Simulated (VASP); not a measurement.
# FeSb (P6_3/mmc) in VASP: further runs, part 2 of 2

VASP 6.6.1. Earlier steps stand in the parts before.

### Step 3. Single point, LDA, collinear spin, ferromagnetic start

File INCAR:

```
ALGO     = Normal         # electronic algorithm
EDIFF    = 1E-6           # SCF threshold, eV
ENCUT    = 520            # plane-wave cutoff, eV
ISIF     = 2              # what is computed and relaxed
ISMEAR   = -1             # smearing method
ISPIN    = 2              # spin polarisation
LASPH    = T              # aspherical terms in the spheres
LCHARG   = F              # write CHGCAR
LMAXMIX  = 4              # l up to which the mixer works
LORBIT   = 11             # projections on sites
LREAL    = F              # projectors in reciprocal space
LWAVE    = F              # write WAVECAR
MAGMOM   = 1.7 1.7 0 0    # initial moments
NBANDS   = 25             # bands
NELM     = 150            # most SCF steps
NUPDOWN  = 3.4            # fixed moment
PREC     = Accurate       # precision mode
SIGMA    = 0.1            # smearing width, eV
```

File KPOINTS:

```
k-points
0
Gamma
  8 8 6
```

File POSCAR:

```
FeSb
1.0
    4.0600000000      0.0000000000      0.0000000000
   -2.0300000000      3.5160631394      0.0000000000
    0.0000000000      0.0000000000      5.1300000000
Fe Sb
2 2
Direct
    0.0000000000      0.0000000000      0.0000000000
    0.0000000000      0.0000000000      0.5000000000
    0.3333333333      0.6666666667      0.2500000000
    0.6666666667      0.3333333333      0.7500000000
```

Potentials or basis: VASP PAW LDA potentials, release 64 (Fe, Sb).

Command:

```sh
cat potpaw_LDA.64/Fe/POTCAR potpaw_LDA.64/Sb/POTCAR > POTCAR
mpirun -np 1 vasp_std > vasp.out
```

OUTCAR:

```text
EDIFF = 1E-6
   ENCUT = 520
   ISIF = 2
   ISMEAR = -1
   ISPIN = 2
   LASPH = T
   LORBIT = 11
   LREAL = F
   NELM = 150
   NUPDOWN = 3.4
   PREC = Accurate

 ion  position               nearest neighbor table
   1  0.000  0.000  0.000-   2 2.56   2 2.56   4 2.67   3 2.67   4 2.67   3 2.67   4 2.67   3 2.67

   2  0.000  0.000  0.500-   1 2.56   1 2.56   4 2.67   3 2.67   4 2.67   3 2.67   4 2.67   3 2.67

   3  0.333  0.667  0.250-   1 2.67   2 2.67   1 2.67   2 2.67   1 2.67   2 2.67   4 3.47   4 3.47
                             4 3.47   4 3.47   4 3.47   4 3.47
   4  0.667  0.333  0.750-   1 2.67   2 2.67   1 2.67   2 2.67   1 2.67   2 2.67   3 3.47   3 3.47
                             3 3.47   3 3.47   3 3.47   3 3.47

  LATTYP: Found a hexagonal cell.
 ALAT       =     4.0600000000
 C/A-ratio  =     1.2635467980

  Lattice vectors:

 A1 = (   4.0600000000,   0.0000000000,   0.0000000000)
 A2 = (  -2.0300000000,   3.5160631394,   0.0000000000)
 A3 = (   0.0000000000,   0.0000000000,   5.1300000000)

Analysis of symmetry for initial positions (statically):
=====================================================================
 Subroutine PRICEL returns:
 Original cell was already a primitive cell.

 Routine SETGRP: Setting up the symmetry group for a
 hexagonal supercell.

 Subroutine GETGRP returns: Found 24 space group operations
 (whereof 12 operations were pure point group operations)
 out of a pool of 24 trial point group operations.

The static configuration has the point symmetry D_3d.
 The point group associated with its full space group is D_6h.

Analysis of symmetry for dynamics (positions and initial velocities):
=====================================================================
 Subroutine PRICEL returns:
 Original cell was already a primitive cell.

 Routine SETGRP: Setting up the symmetry group for a
 hexagonal supercell.

 Subroutine GETGRP returns: Found 24 space group operations
 (whereof 12 operations were pure point group operations)
 out of a pool of 24 trial point group operations.

The dynamic configuration has the point symmetry D_3d.
 The point group associated with its full space group is D_6h.

Analysis of structural, dynamic, and magnetic symmetry:
=====================================================================
 Subroutine PRICEL returns:
 Original cell was already a primitive cell.

 Routine SETGRP: Setting up the symmetry group for a
 hexagonal supercell.

 Subroutine GETGRP returns: Found 24 space group operations
 (whereof 12 operations were pure point group operations)
 out of a pool of 24 trial point group operations.

The overall configuration has the point symmetry D_3d.
 The point group associated with its full space group is D_6h.

 Subroutine INISYM returns: Found 24 space group operations
 (whereof 12 operations are pure point group operations),
 and found     1 'primitive' translations

----------------------------------------------------------------------------------------

                                     Primitive cell

  volume of cell :      73.2319

[... 87 lines left out ...]
   LNONCOLLINEAR =      F non collinear calculations
   LSORBIT =      F    spin-orbit coupling
   LASPH  =      T    aspherical Exc in radial PAW
   ENCUT  =  520.0 eV  38.22 Ry    6.18 a.u.   7.55  7.55  9.54*2*pi/ulx,y,z
   NELM   =    150;   NELMIN=  2; NELMDL= -5     # of ELM steps
   EDIFF  = 0.1E-05   stopping-criterion for ELM
   LREAL  =      F    real-space projection
   EDIFFG = 0.1E-04   stopping-criterion for IOM
   NSW    =      0    number of steps for IOM
   IBRION =     -1    ionic relax: 0-MD 1-quasi-New 2-CG
   NFREE  =      0    steps in history (QN), initial steepest desc. (CG)
   ISIF   =      2    stress and relaxation
   ISYM   =      2    0-nonsym 1-usesym 2-fastsym
   POTIM  = 0.5000    time-step for ionic-motion
   TEBEG  =    0.0;   TEEND  =   0.0 temperature during run
   PSTRESS=    0.0 pullay stress
   NELECT =      26.0000    total number of electrons
   NUPDOWN=       3.4000    fix difference up-down
   EMIN   =  10.00;   EMAX   =-10.00  energy-range for DOS
   EFERMI =   0.00;   METHOD = LEGACY
   ISMEAR =    -1;   SIGMA  =   0.10  broadening in eV -4-tet -1-fermi 0-gaus
   EFERMI_NEDOS =   21; number of points for ismear=-14 and -15
   IALGO  =     38    algorithm
   IMIX   =      4    mixing-type and parameters
     AMIX     =   0.40;   BMIX     =  1.00
     AMIX_MAG =   1.60;   BMIX_MAG =  1.00
  volume/ion in A,a.u.               =      18.31       123.55
  Fermi-wavevector in a.u.,A,eV,Ry     =   1.159220  2.190608 18.283392  1.343791
  Thomas-Fermi vector in A             =   2.295815
   LORBIT       =     11    0 simple, 1 ext, 2 COOP (PROOUT), +10 PAW based schemes
   GGA     = CA    functional components
   LHFCALC =     F    Hartree Fock is set to
   AEXX    =    0.0000 exact exchange contribution
   IVDW    =     0    specifies the selected vdW correction
   LEPSILON=     F    determine dielectric tensor
   LRPA    =     F    only Hartree local field effects (RPA)
 spin polarized calculation
  energy-cutoff  :      520.00
  volume of cell :       73.23
 maximum number of plane-waves:      1995
   NGX = 15   NGY = 15   NGZ = 19

 number of electron      26.0000009 magnetization       3.4000003

 Free energy of the ion-electron system (eV)
  ---------------------------------------------------
  ext. energy  EPLUGINS =         0.00000000
  ---------------------------------------------------
  free energy    TOTEN  =       -28.14475714 eV

  energy without entropy =      -27.98800877  energy(sigma->0) =      -28.06638296

 E-fermi :   7.8101     XC(G=0): -11.4464

 val. band max:        8.0268067093   @ k =   0.1250   0.0000   0.0000
 cond. band min:       7.8174898013   @ k =   0.0000   0.0000   0.3333
 fundamental gap:     -0.2093169081
 Fermi energy:         8.0278677925

 spin component 1

 k-point     1 :       0.0000    0.0000    0.0000
  band No.  band energies     occupation
      1      -4.4163      1.00000
      2      -0.1308      1.00000
      3       2.3030      1.00000
      4       4.0536      1.00000
      5       4.0536      1.00000
      6       4.8204      1.00000
[... 661 lines left out ...]
     24      17.9461      0.00000
     25      18.4374      0.00000

 [... further k-points ...]

 spin component 2

 k-point     1 :       0.0000    0.0000    0.0000
  band No.  band energies     occupation
      1      -4.3739      1.00000
      2      -0.1324      1.00000
      3       2.5020      1.00000
      4       4.7549      1.00000
      5       4.7549      1.00000
      6       5.8970      1.00000
[... 661 lines left out ...]
     24      18.1313      0.00000
     25      18.6438      0.00000

 [... further k-points ...]

------------------------ aborting loop because EDIFF is reached ----------------------------------------

  FORCE on cell =-STRESS in cart. coord.  units (eV):
  Direction    XX          YY          ZZ          XY          YZ          ZX
  --------------------------------------------------------------------------------------
  -------------------------------------------------------------------------------------
  Total       -4.7270182     -4.7270182     -5.4923371     -0.0000000      0.0000000     -0.0000000
  in kB     -103.4183956   -103.4183957   -120.1621533     -0.0000000      0.0000000     -0.0000000
  external PRESSURE =    -108.9996482 kB  Pullay stress =       0.0000000 kB

 VOLUME and BASIS-vectors are now :
 -----------------------------------------------------------------------------
  energy-cutoff  :      520.00
  volume of cell :       73.23
      direct lattice vectors                 reciprocal lattice vectors
     4.060000000  0.000000000  0.000000000     0.246305419  0.142204500  0.000000000
    -2.030000000  3.516063139  0.000000000     0.000000000  0.284409000  0.000000000
     0.000000000  0.000000000  5.130000000     0.000000000  0.000000000  0.194931774

 POSITION                                       TOTAL-FORCE (eV/Angst)
 -----------------------------------------------------------------------------------
      0.00000      0.00000      0.00000        -0.000000      0.000000     -0.000000
      0.00000      0.00000      2.56500        -0.000000      0.000000     -0.000000
     -0.00000      2.34404      1.28250         0.000000     -0.000000     -0.000000
      2.03000      1.17202      3.84750         0.000000      0.000000      0.000000
 -----------------------------------------------------------------------------------
    total drift:                                0.000000      0.000000     -0.000000

  FREE ENERGIE OF THE ION-ELECTRON SYSTEM (eV)
  ---------------------------------------------------
  free  energy   TOTEN  =       -28.1447571421 eV

  energy  without entropy=      -27.9880087705  energy(sigma->0) =      -28.06638296

 total charge

# of ion       s       p       d       tot
------------------------------------------
    1        0.403   0.431   6.382   7.217
    2        0.403   0.431   6.382   7.217
    3        1.132   1.251   0.074   2.457
    4        1.132   1.251   0.074   2.457
--------------------------------------------------
tot          3.070   3.365  12.912  19.347

 magnetization (x)

# of ion       s       p       d       tot
------------------------------------------
    1        0.013   0.015   1.710   1.737
    2        0.013   0.015   1.710   1.737
    3        0.003  -0.052  -0.000  -0.048
    4        0.003  -0.052  -0.000  -0.048
--------------------------------------------------
tot          0.033  -0.074   3.419   3.378
```

It took 3 min on 1 thread of Intel Xeon 6975P-C (Granite Rapids), shared host; peak memory 0.24 GiB.

What came out:

```yaml
Free_energy: -28.1448 eV
Pressure: -10.9 GPa
Net_moment: 3.40 μB per cell
Site_moments: Fe +1.74; Sb -0.05 μB
Valence_electrons_inside_the_program's_atomic_spheres: Fe 7.22; Sb 2.46
```

Caveat: the cell stands under tension; spin-orbit coupling is left out, which moves the levels of the heavy elements; the total moment is fixed, so each spin has its own Fermi level and the state may be an excited one; the run started ferromagnetic, and an antiferromagnetic order may lie lower in energy.
